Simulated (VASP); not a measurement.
A run of VASP 6.6.1 is set up as follows.

INCAR

```
PREC = Accurate
ENCUT = 600
EDIFF = 1E-6
ISMEAR = -1
SIGMA = 0.05
LREAL = False
LASPH = True
NELM = 200
ALGO = Normal
ISIF = 2
LWAVE = False
LCHARG = True
ISPIN = 2
MAGMOM = 4.9 0
LORBIT = 11
LMAXMIX = 6
GGA = PE
LELF = True
LVHAR = True
NBANDS = 22
GGA_COMPAT = False
```

The input KPOINTS:

```
Automatic mesh
0
Gamma
  10 10 10
```

The input POSCAR:

```
EuS
1.0
    4.2122350000      0.0000000000      0.0000000000
    2.1061175000      3.6479025167      0.0000000000
    2.1061175000      1.2159675056      3.4392754756
Eu S
1 1
Direct
    0.0000000000      0.0000000000      0.0000000000
    0.5000000000      0.5000000000      0.5000000000
```

Potentials or basis: VASP PAW PBE potentials, release 64 (Eu, S).

Run with:

```console
$ cat potpaw_PBE.64/Eu/POTCAR potpaw_PBE.64/S/POTCAR > POTCAR
$ mpirun -np 1 vasp_std > vasp.out
```

Task: Predict the band gap on the k mesh.

Result: Zero (filled and empty bands overlap).

Task: What does it give for the pressure?

Result: -2.7 GPa.

Task: Estimate the site moments.

Result: Eu +6.59; S -0.07 μB.

Task: What does it give for the net moment?

Result: 6.98 μB per cell.

Caveat: spin-orbit coupling is left out, which moves the levels of the heavy elements; a cell with one magnetic atom can't hold antiferromagnetic order, which such compounds often take; semilocal functionals describe open f shells poorly, which spoils levels, moments and volumes. The state reached can hang on the start; a lower one may exist.
